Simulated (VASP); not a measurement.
Here is a VASP 6.6.1 calculation.

INCAR

```
PREC = Accurate ; ENCUT = 520
EDIFF = 1E-6 ; ISMEAR = 0
SIGMA = 0.05 ; LREAL = Auto
LASPH = T ; NELM = 60
ALGO = Normal ; ISIF = 2
LWAVE = F ; LCHARG = F
GGA = PE ; IVDW = 12
NBANDS = 72
```

Contents of KPOINTS:

```
regular mesh
0
Gamma
  3 3 3
```

POSCAR

```
Al
1.0
    8.1000000000      0.0000000000      0.0000000000
    0.0000000000      8.1000000000      0.0000000000
    0.0000000000      0.0000000000      8.1000000000
Al
33
Direct
    0.5014600227     -0.0052447103     -0.0006474062
    0.7363312549      0.2503641237      0.0009770964
    0.7520043164      0.0028792455      0.2527761176
   -0.0004888989     -0.0151563692      0.0009598606
    0.2654263274      0.2503686337      0.0009579887
    0.5014497015      0.5045426803     -0.0006410830
    0.7456953728      0.7490444105     -0.0006396799
    0.2497184216      0.0001757327      0.2500859976
    0.4980277410      0.2503677402      0.2348496512
    0.7538822305      0.4959771815      0.2547092296
    0.4980310438     -0.0153251769      0.5002664837
    0.6851983795      0.2482631785      0.4988224162
    0.7532834650      0.0042030648      0.7464689884
   -0.0004846562      0.5140110678      0.0009737396
    0.2554297921      0.7490342473     -0.0006472611
    0.0026026661      0.2482438849      0.1964427607
    0.2478745268      0.4987151484      0.2519067020
    0.5014595015      0.7490344947      0.2448682416
    0.0025981062     -0.0520371170      0.4988104729
    0.2998848404      0.2482545835      0.4988157606
    0.4980035117      0.5141864104      0.5002651546
    0.7362743494      0.7514048939      0.5002640908
    0.2484645762      0.0014200044      0.7491848729
    0.4980083942      0.2503664736      0.7643961128
    0.7551940911      0.4946584497      0.7445409331
   -0.0004883893      0.7513826633      0.2349648278
    0.0025886625      0.5623001497      0.4988167084
    0.2654801653      0.7513776058      0.5002668799
    0.0025951429      0.2482503155      0.8106127507
    0.2465647167      0.4974525516      0.7473457303
    0.5014517504      0.7490408645      0.7546801347
   -0.0004858695      0.7513965850      0.7642778822
   -0.0102213368      0.2570233978      0.5048241247
```

Potentials or basis: VASP PAW PBE potentials, release 64 (Al).

Command:

```console
$ cat potpaw_PBE.64/Al/POTCAR > POTCAR
$ mpirun -np 1 vasp_std > vasp.out
```

**Question.** What does it give for the pressure?

**Answer.** 1.2 GPa.

**Question.** Estimate the band gap on the k mesh.

**Answer.** Zero (an odd number of electrons rules out a gap without spin polarisation).

Forces in eV/Å, atoms in the order of the input:
```
Al   0.004  0.003  0.001
Al   0.006  0.000 -0.001
Al   0.000  0.001  0.001
Al  -0.003  0.004  0.003
Al  -0.004  0.002  0.004
Al   0.002 -0.003  0.001
Al   0.002  0.001  0.000
Al   0.001 -0.001 -0.001
Al  -0.002  0.001  0.003
Al  -0.001  0.002 -0.003
Al  -0.002  0.003  0.001
Al   0.013 -0.003 -0.003
Al  -0.001 -0.003  0.003
Al   0.000 -0.005  0.000
Al  -0.003 -0.001  0.000
Al   0.002 -0.001  0.008
Al  -0.002 -0.003  0.001
Al   0.003  0.000  0.003
Al   0.004  0.008 -0.003
Al  -0.008 -0.005 -0.004
Al  -0.003 -0.005  0.000
Al   0.005  0.001  0.001
Al  -0.002  0.001 -0.003
Al  -0.003  0.001 -0.005
Al  -0.001  0.001  0.001
Al  -0.002  0.002  0.004
Al   0.004 -0.008  0.001
Al  -0.003  0.005  0.001
Al   0.001  0.001 -0.009
Al   0.000  0.000  0.000
Al   0.002 -0.001 -0.003
Al  -0.001  0.002 -0.004
Al  -0.008  0.002  0.000
```
